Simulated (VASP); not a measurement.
# V (P6_3/mmc) in VASP: notebook

The runs below take V through single point, with PBE.

Program: VASP 6.6.1. These are calculated values, not measurements. Logs are shortened: lines on timing, memory, paths and dates and some standing lists are left out, and cuts for length are marked.

**1. The cell of the first run**

The structure is hexagonal, space group P6_3/mmc (No. 194). Conventional cell: a = 2.505 Å, b = 2.505 Å, c = 4.490 Å, α = 90.00°, β = 90.00°, γ = 120.00°. V (site symmetry -6m2) has 12 V at 2.50 to 2.67 Å within 3.3 Å.

**2. Single point, PBE (volume scaled by 0.88)**

Input file INCAR:

```
SYSTEM = V
PREC = Accurate
ENCUT = 520
EDIFF = 1E-6
ISMEAR = -1
SIGMA = 0.1
LREAL = .FALSE.
LASPH = .TRUE.
NELM = 100
ALGO = Normal
ISIF = 2
LWAVE = .FALSE.
LCHARG = .TRUE.
GGA = PE
LELF = .TRUE.
LVHAR = .TRUE.
NBANDS = 20
```

Input file KPOINTS:

```
Automatic mesh
0
G
  16 16 8
  0 0 0
```

Input file POSCAR:

```
V
1.0
    2.5049420206      0.0000000000      0.0000000000
   -1.2524710103      2.1693434248      0.0000000000
    0.0000000000      0.0000000000      4.4904429077
V
2
Direct
    0.3333333333      0.6666666667      0.2500000000
    0.6666666667      0.3333333333      0.7500000000
```

Potentials or basis: VASP PAW PBE potentials, release 64 (V_sv).

Command:

```console
$ cat potpaw_PBE.64/V_sv/POTCAR > POTCAR
$ mpirun -np 1 vasp_std > vasp.out
```

OUTCAR:

```text
SYSTEM = V
   PREC = Accurate
   ENCUT = 520
   EDIFF = 1E-6
   ISMEAR = -1
   LREAL = .FALSE.
   LASPH = .TRUE.
   NELM = 100
   ISIF = 2
   GGA = PE

 ion  position               nearest neighbor table
   1  0.333  0.667  0.250-   2 2.67   2 2.67   2 2.67   2 2.67   2 2.67   2 2.67
   2  0.667  0.333  0.750-   1 2.67   1 2.67   1 2.67   1 2.67   1 2.67   1 2.67

  LATTYP: Found a hexagonal cell.
 ALAT       =     2.5049420206
 C/A-ratio  =     1.7926334705

  Lattice vectors:

 A1 = (   2.5049420206,   0.0000000000,   0.0000000000)
 A2 = (  -1.2524710103,   2.1693434248,   0.0000000000)
 A3 = (   0.0000000000,   0.0000000000,   4.4904429077)

Analysis of symmetry for initial positions (statically):
=====================================================================
 Subroutine PRICEL returns:
 Original cell was already a primitive cell.

 Routine SETGRP: Setting up the symmetry group for a
 hexagonal supercell.

 Subroutine GETGRP returns: Found 24 space group operations
 (whereof 12 operations were pure point group operations)
 out of a pool of 24 trial point group operations.

The static configuration has the point symmetry D_3d.
 The point group associated with its full space group is D_6h.

Analysis of symmetry for dynamics (positions and initial velocities):
=====================================================================
 Subroutine PRICEL returns:
 Original cell was already a primitive cell.

 Routine SETGRP: Setting up the symmetry group for a
 hexagonal supercell.

 Subroutine GETGRP returns: Found 24 space group operations
 (whereof 12 operations were pure point group operations)
 out of a pool of 24 trial point group operations.

The dynamic configuration has the point symmetry D_3d.
 The point group associated with its full space group is D_6h.

 Subroutine INISYM returns: Found 24 space group operations
 (whereof 12 operations are pure point group operations),
 and found     1 'primitive' translations

----------------------------------------------------------------------------------------

                                     Primitive cell

  volume of cell :      24.4014

  direct lattice vectors                    reciprocal lattice vectors
     2.504942021  0.000000000  0.000000000     0.399210837  0.230484484  0.000000000
    -1.252471010  2.169343425  0.000000000     0.000000000  0.460968968  0.000000000
     0.000000000  0.000000000  4.490442908     0.000000000  0.000000000  0.222695182

  length of vectors
     2.504942021  2.504942021  4.490442908     0.460968968  0.460968968  0.222695182

  position of ions in fractional coordinates (direct lattice)
     0.333333333  0.666666667  0.250000000
     0.666666667  0.333333333  0.750000000

  ion indices of the primitive-cell ions
   primitive index   ion index
                 1           1
                 2           2

----------------------------------------------------------------------------------------

 KPOINTS: Automatic mesh

Automatic generation of k-mesh.
 Grid dimensions read from file:
 generate k-points for:   16   16    8

 Generating k-lattice:

  Cartesian coordinates                     Fractional coordinates (reciprocal lattice)
     0.024950677  0.014405280  0.000000000     0.062500000  0.000000000  0.000000000
     0.000000000  0.028810561  0.000000000     0.000000000  0.062500000  0.000000000
     0.000000000  0.000000000  0.027836898     0.000000000  0.000000000  0.125000000

  Length of vectors
     0.028810561  0.028810561  0.027836898

  Shift w.r.t. Gamma in fractional coordinates (k-lattice)
     0.000000000  0.000000000  0.000000000

 Subroutine IBZKPT returns following result:
 ===========================================

 Found    150 irreducible k-points:

 Following reciprocal coordinates:
            Coordinates               Weight
  0.000000  0.000000  0.000000      1.000000
  0.062500  0.000000  0.000000      6.000000
  0.125000  0.000000  0.000000      6.000000
  0.187500  0.000000  0.000000      6.000000
  0.250000  0.000000  0.000000      6.000000
  0.312500 -0.000000  0.000000      6.000000
[... 16 lines left out ...]
  0.187500  0.187500  0.000000      6.000000
  0.250000  0.187500  0.000000     12.000000
 [... further k-points ...]
   k-points           NKPTS =    150   k-points in BZ     NKDIM =    150   number of bands    NBANDS=     20
   number of dos      NEDOS =    301   number of ions     NIONS =      2
   total plane-waves  NPLWV =  14400
   dimension x,y,z NGX =    20 NGY =   20 NGZ =   36
   dimension x,y,z NGXF=    40 NGYF=   40 NGZF=   72
   ions per type =               2
   NGX,Y,Z   is equivalent  to a cutoff of  13.27, 13.27, 13.33 a.u.
   NGXF,Y,Z  is equivalent  to a cutoff of  26.55, 26.55, 26.66 a.u.
 SYSTEM =  V
   PREC   = accura    normal or accurate (medium, high low for compatibility)
   ISTART =      0    job   : 0-new  1-cont  2-samecut
   ICHARG =      2    charge: 1-file 2-atom 10-const
[... 35 lines left out ...]
   LEPSILON=     F    determine dielectric tensor
   LRPA    =     F    only Hartree local field effects (RPA)
 non-spin polarized calculation
  energy-cutoff  :      520.00
  volume of cell :       24.40
 maximum number of plane-waves:       681
 NGX is ok and might be reduce to    20
   NGX =  9   NGY =  9   NGZ = 17

 number of electron      25.9999991 magnetization

 Free energy of the ion-electron system (eV)
  ---------------------------------------------------
  ext. energy  EPLUGINS =         0.00000000
  ---------------------------------------------------
  free energy    TOTEN  =       -17.26645641 eV

  energy without entropy =      -17.16736668  energy(sigma->0) =      -17.21691155

 E-fermi :  11.3954     XC(G=0): -13.4347

 val. band max:       11.3929898316   @ k =   0.3125   0.0625   0.1250
 cond. band min:      11.3983053483   @ k =   0.3125   0.1250   0.3750
 fundamental gap:      0.0053155167
 Fermi energy:        11.3954065592

 k-point     1 :       0.0000    0.0000    0.0000
  band No.  band energies     occupation
      1     -52.5499      2.00000
      2     -52.3595      2.00000
      3     -26.7950      2.00000
      4     -25.7993      2.00000
      5     -25.6712      2.00000
      6     -25.6712      2.00000
[... 12 lines left out ...]
     19      14.7523      0.00000
     20      14.7523      0.00000

 k-point     2 :       0.0625    0.0000    0.0000
  band No.  band energies     occupation
      1     -52.5388      2.00000
      2     -52.3516      2.00000
      3     -26.7789      2.00000
      4     -25.8006      2.00000
      5     -25.7191      2.00000
      6     -25.6840      2.00000
[... 12 lines left out ...]
     19      14.7783      0.00000
     20      15.1552      0.00000

 k-point     3 :       0.1250    0.0000    0.0000
  band No.  band energies     occupation
      1     -52.5071      2.00000
      2     -52.3294      2.00000
      3     -26.7323      2.00000
      4     -25.8553      2.00000
      5     -25.8049      2.00000
      6     -25.7666      2.00000
[... 12 lines left out ...]
     19      14.8329      0.00000
     20      16.0611      0.00000

 k-point     4 :       0.1875    0.0000    0.0000
  band No.  band energies     occupation
      1     -52.4589      2.00000
      2     -52.2965      2.00000
      3     -26.6595      2.00000
      4     -26.0588      2.00000
      5     -25.9658      2.00000
      6     -25.8141      2.00000
[... 12 lines left out ...]
     19      14.8811      0.00000
     20      17.1765      0.00000

 k-point     5 :       0.2500    0.0000    0.0000
  band No.  band energies     occupation
      1     -52.4004      2.00000
      2     -52.2584      2.00000
      3     -26.5676      2.00000
      4     -26.2975      2.00000
      5     -26.1941      2.00000
      6     -25.8327      2.00000
[... 12 lines left out ...]
     19      14.9072      0.00000
     20      18.3858      0.00000
[... 353 lines left out ...]
      6     -26.0811      2.00000
[... 12 lines left out ...]
     19      16.8677      0.00000
     20      20.0011      0.00000

 k-point    22 :       0.4375    0.1250    0.0000
  band No.  band energies     occupation
      1     -52.2180      2.00000
      2     -52.1666      2.00000
      3     -26.8515      2.00000
      4     -26.7095      2.00000
      5     -26.2243      2.00000
      6     -26.0981      2.00000
[... 12 lines left out ...]
     19      17.4271      0.00000
     20      19.2665      0.00000

 k-point    23 :       0.1875    0.1875    0.0000
  band No.  band energies     occupation
      1     -52.3255      2.00000
      2     -52.2135      2.00000
      3     -26.4546      2.00000
      4     -26.4420      2.00000
      5     -26.4366      2.00000
      6     -25.9661      2.00000
[... 12 lines left out ...]
     19      15.1290      0.00000
     20      20.1024      0.00000

 k-point    24 :       0.2500    0.1875    0.0000
  band No.  band energies     occupation
      1     -52.2749      2.00000
      2     -52.1873      2.00000
      3     -26.6030      2.00000
      4     -26.5397      2.00000
      5     -26.3483      2.00000
      6     -26.0686      2.00000
[... 12 lines left out ...]
     19      16.0802      0.00000
     20      21.3502      0.00000

 [... further k-points ...]
[... 5 lines left out ...]
  --------------------------------------------------------------------------------------
  -------------------------------------------------------------------------------------
  Total        4.3090122      4.3090122      4.3757595      0.0000000      0.0000000     -0.0000000
  in kB      282.9261801    282.9261801    287.3087552      0.0000000      0.0000000     -0.0000000
  external PRESSURE =     284.3870385 kB  Pullay stress =       0.0000000 kB

 VOLUME and BASIS-vectors are now :
 -----------------------------------------------------------------------------
  energy-cutoff  :      520.00
  volume of cell :       24.40
      direct lattice vectors                 reciprocal lattice vectors
     2.504942021  0.000000000  0.000000000     0.399210837  0.230484484  0.000000000
    -1.252471010  2.169343425  0.000000000     0.000000000  0.460968968  0.000000000
     0.000000000  0.000000000  4.490442908     0.000000000  0.000000000  0.222695182

 POSITION                                       TOTAL-FORCE (eV/Angst)
 -----------------------------------------------------------------------------------
     -0.00000      1.44623      1.12261         0.000000     -0.000000      0.000000
      1.25247      0.72311      3.36783        -0.000000      0.000000      0.000000
 -----------------------------------------------------------------------------------
    total drift:                               -0.000000      0.000000     -0.000000

  FREE ENERGIE OF THE ION-ELECTRON SYSTEM (eV)
  ---------------------------------------------------
  free  energy   TOTEN  =       -17.2664564102 eV

  energy  without entropy=      -17.1673666839  energy(sigma->0) =      -17.21691155
```

Run time: 92 s. Hardware: 1 thread of Intel Xeon 6975P-C, shared host; peak memory 0.18 GiB.

Results:

```yaml
Free_energy: -17.2665 eV
Pressure: 28.4 GPa
Band_gap_on_the_k_mesh: zero (band 13 reaches 13.25 eV, above the bottom of band 14 at 10.72 eV)
```

Levels at points of the mesh, in eV from the Fermi level:
| k point | band 11 | band 12 | band 13 | band 14 | band 15 | band 16 |
| --- | --- | --- | --- | --- | --- | --- |
| (0.00, 0.00, 0.00) | -0.66 | 0.13 | 0.31 | 0.31 | 0.70 | 0.70 |
| (0.50, 0.00, 0.00) | -3.18 | -0.40 | -0.06 | 0.40 | 0.58 | 3.50 |
| (0.00, 0.00, 0.50) | -1.15 | -1.15 | 0.34 | 0.34 | 0.34 | 0.34 |
| (0.50, 0.00, 0.50) | -2.14 | -2.14 | 1.85 | 1.85 | 1.99 | 1.99 |

Caveat: the cell differs from its parent crystal (volume scaled by 0.88).

**3. Single point, PBE (volume scaled by 0.92)**

Input file INCAR:

```
SYSTEM = V
ALGO = Normal ; EDIFF = 1E-6
ENCUT = 520 ; GGA = PE
ISIF = 2 ; ISMEAR = -1
LASPH = .True. ; LCHARG = .False.
LREAL = .False. ; LWAVE = .False.
NBANDS = 20 ; NELM = 60
PREC = Accurate ; SIGMA = 0.1
```

Input file KPOINTS:

```
k-points
0
Gamma
  16 16 8
  0 0 0
```

Input file POSCAR:

```
V
1.0
    2.5423347277      0.0000000000      0.0000000000
   -1.2711673639      2.2017264591      0.0000000000
    0.0000000000      0.0000000000      4.5574743261
V
2
Direct
    0.3333333333      0.6666666667      0.2500000000
    0.6666666667      0.3333333333      0.7500000000
```

Potentials or basis: VASP PAW PBE potentials, release 64 (V_sv).

Command:

```console
$ cat potpaw_PBE.64/V_sv/POTCAR > POTCAR
$ mpirun -np 1 vasp_std > vasp.out
```

It took 1.7 min on 1 thread of Intel Xeon 6975P-C, shared host; peak memory 0.18 GiB.

Results (log left out):

| Item | Value |
| --- | --- |
| Free energy | -17.4236 eV |
| Pressure | 17.1 GPa |
| Band gap on the k mesh | zero (band 13 reaches 12.56 eV, above the bottom of band 14 at 10.15 eV) |

Stress tensor (GPa, compression positive):
```
17.08  0.00  0.00
 0.00 17.08  0.00
 0.00  0.00 17.25
```

Levels at points of the mesh, in eV from the Fermi level:
| k point | band 10 | band 11 | band 12 | band 13 | band 14 | band 15 | band 16 | band 17 |
| --- | --- | --- | --- | --- | --- | --- | --- | --- |
| (0.00, 0.00, 0.00) | -3.64 | -0.60 | 0.02 | 0.31 | 0.31 | 0.68 | 0.68 | 1.95 |
| (0.50, 0.00, 0.00) | -3.06 | -3.04 | -0.37 | -0.13 | 0.37 | 0.57 | 3.31 | 3.84 |
| (0.00, 0.00, 0.50) | -5.15 | -1.09 | -1.09 | 0.35 | 0.35 | 0.35 | 0.35 | 2.75 |
| (0.50, 0.00, 0.50) | -3.58 | -2.00 | -2.00 | 1.77 | 1.77 | 1.84 | 1.84 | 3.92 |

Caveat: the cell differs from its parent crystal (volume scaled by 0.92).

**4. Single point, PBE (volume scaled by 0.96)**

Input file INCAR:

```
ALGO     = Normal         # electronic algorithm
EDIFF    = 1E-7           # SCF threshold, eV
ENCUT    = 520            # plane-wave cutoff, eV
GGA      = PE             # functional
ISIF     = 2              # what is computed and relaxed
ISMEAR   = -1             # smearing method
LASPH    = T              # aspherical terms in the spheres
LCHARG   = F              # write CHGCAR
LREAL    = F              # projectors in reciprocal space
LWAVE    = F              # write WAVECAR
NBANDS   = 20             # bands
NELM     = 60             # most SCF steps
PREC     = Accurate       # precision mode
SIGMA    = 0.1            # smearing width, eV
```

Input file KPOINTS:

```
k-points
0
Gamma
  16 16 8
```

Input file POSCAR:

```
V
1.0
    2.5786587028      0.0000000000      0.0000000000
   -1.2893293514      2.2331839443      0.0000000000
    0.0000000000      0.0000000000      4.6225898997
V
2
Direct
    0.3333333333      0.6666666667      0.2500000000
    0.6666666667      0.3333333333      0.7500000000
```

Command:

```console
$ cat potpaw_PBE.64/V_sv/POTCAR > POTCAR
$ mpirun -np 1 vasp_std > vasp.out
```

Wall time 93 s (1 thread of Intel Xeon 6975P-C, shared host); peak memory 0.19 GiB.

Results (log left out):

* Free energy: -17.5096 eV
* Pressure: 7.9 GPa
* Band gap on the k mesh: zero (band 13 reaches 11.92 eV, above the bottom of band 14 at 9.62 eV)

Levels at points of the mesh, in eV from the Fermi level:
```csv
k point,band 11,band 12,band 13,band 14,band 15,band 16
"(0.00, 0.00, 0.00)",-0.55,-0.07,0.31,0.31,0.66,0.66
"(0.50, 0.00, 0.00)",-2.86,-0.34,-0.20,0.34,0.57,3.13
"(0.00, 0.00, 0.50)",-1.03,-1.03,0.35,0.35,0.35,0.35
"(0.50, 0.00, 0.50)",-1.88,-1.88,1.69,1.69,1.71,1.71
```

Caveat: the cell differs from its parent crystal (volume scaled by 0.96).

**5. Single point, PBE**

This run uses another cell than the first one, of 13.86 Å³/atom, 1.136 times its volume.

Input file INCAR:

```
SYSTEM = V
PREC = Accurate
ENCUT = 520
EDIFF = 1E-6
ISMEAR = -1
SIGMA = 0.1
LREAL = .FALSE.
LASPH = .TRUE.
NELM = 60
ALGO = Normal
ISIF = 2
LWAVE = .FALSE.
LCHARG = .TRUE.
GGA = PE
LELF = .TRUE.
LVHAR = .TRUE.
NBANDS = 20
```

Input file KPOINTS:

```
regular mesh
0
G
  16 16 8
  0 0 0
```

Input file POSCAR:

```
V
1.0
    2.6139871847      0.0000000000      0.0000000000
   -1.3069935923      2.2637793071      0.0000000000
    0.0000000000      0.0000000000      4.6859209187
V
2
Direct
    0.3333333333      0.6666666667      0.2500000000
    0.6666666667      0.3333333333      0.7500000000
```

Command:

```console
$ cat potpaw_PBE.64/V_sv/POTCAR > POTCAR
$ mpirun -np 1 vasp_std > vasp.out
```

It took 86 s on 1 thread of Intel Xeon 6975P-C, shared host; peak memory 0.19 GiB.

The run converged. Its results:

```yaml
Free_energy: -17.5373 eV
Pressure: 0.2 GPa
Band_gap_on_the_k_mesh: zero (band 13 reaches 11.30 eV, above the bottom of band 14 at 9.10 eV)
```

Levels at points of the mesh, in eV from the Fermi level:
| k point | band 9 | band 10 | band 11 | band 12 | band 13 | band 14 | band 15 | band 16 | band 17 | band 18 |
| --- | --- | --- | --- | --- | --- | --- | --- | --- | --- | --- |
| (0.00, 0.00, 0.00) | -6.86 | -3.43 | -0.51 | -0.14 | 0.31 | 0.31 | 0.64 | 0.64 | 1.77 | 1.77 |
| (0.50, 0.00, 0.00) | -2.93 | -2.85 | -2.69 | -0.31 | -0.24 | 0.32 | 0.56 | 2.97 | 3.45 | 3.57 |
| (0.00, 0.00, 0.50) | -5.07 | -5.07 | -0.97 | -0.97 | 0.35 | 0.35 | 0.35 | 0.35 | 2.48 | 2.48 |
| (0.50, 0.00, 0.50) | -3.25 | -3.25 | -1.77 | -1.77 | 1.60 | 1.60 | 1.62 | 1.62 | 3.52 | 3.52 |

**6. Single point, PBE (volume scaled by 1.04)**

Input file INCAR:

```
SYSTEM = V
ALGO = Normal ; EDIFF = 1E-7
ENCUT = 520 ; GGA = PE
ISIF = 2 ; ISMEAR = -1
LASPH = .TRUE. ; LCHARG = .FALSE.
LREAL = .FALSE. ; LWAVE = .FALSE.
NBANDS = 20 ; NELM = 60
PREC = Accurate ; SIGMA = 0.1
```

Input file KPOINTS:

```
k-points
0
G
  16 16 8
  0 0 0
```

Input file POSCAR:

```
V
1.0
    2.6483856976      0.0000000000      0.0000000000
   -1.3241928488      2.2935692932      0.0000000000
    0.0000000000      0.0000000000      4.7475848444
V
2
Direct
    0.3333333333      0.6666666667      0.2500000000
    0.6666666667      0.3333333333      0.7500000000
```

Potentials or basis: VASP PAW PBE potentials, release 64 (V_sv).

Command:

```console
$ cat potpaw_PBE.64/V_sv/POTCAR > POTCAR
$ mpirun -np 1 vasp_std > vasp.out
```

Run time: 96 s. Hardware: 1 thread of Intel Xeon 6975P-C, shared host; peak memory 0.19 GiB.

The run converged. Its results:

```yaml
Free_energy: -17.5170 eV
Pressure: -6.0 GPa
Band_gap_on_the_k_mesh: zero (band 13 reaches 10.72 eV, above the bottom of band 14 at 8.63 eV)
```

Stress tensor (GPa, compression positive):
```
-6.07  0.00  0.00
 0.00 -6.07  0.00
 0.00  0.00 -5.96
```

Levels at points of the mesh, in eV from the Fermi level:
```csv
k point,band 11,band 12,band 13,band 14,band 15,band 16
"(0.00, 0.00, 0.00)",-0.47,-0.20,0.31,0.31,0.62,0.62
"(0.50, 0.00, 0.00)",-2.54,-0.29,-0.28,0.30,0.55,2.82
"(0.00, 0.00, 0.50)",-0.93,-0.93,0.34,0.34,0.34,0.34
"(0.50, 0.00, 0.50)",-1.67,-1.67,1.49,1.49,1.55,1.55
```

Caveat: the cell differs from its parent crystal (volume scaled by 1.04).

**7. The runs side by side**

| cell | gap on the mesh (eV) | pressure (GPa) |
| --- | --- | --- |
| a = 2.505, b = 2.505, c = 4.490 Å, angles 90.0, 90.0, 120.0°, 2 atoms | none | 28.4 |
| a = 2.542, b = 2.542, c = 4.557 Å, angles 90.0, 90.0, 120.0°, 2 atoms | none | 17.1 |
| a = 2.579, b = 2.579, c = 4.623 Å, angles 90.0, 90.0, 120.0°, 2 atoms | none | 7.9 |
| a = 2.614, b = 2.614, c = 4.686 Å, angles 90.0, 90.0, 120.0°, 2 atoms | none | 0.2 |
| a = 2.648, b = 2.648, c = 4.748 Å, angles 90.0, 90.0, 120.0°, 2 atoms | none | -6.0 |

Alike in all rows: task single point; level PBE; potentials or basis VASP PAW PBE potentials, release 64 (V_sv); no spin polarisation; k mesh 16 × 16 × 8; cutoff (eV) 520; smearing fermi-dirac 0.1 eV.

Total energies depend on the potentials used, so only differences within one code and one set of settings carry meaning.
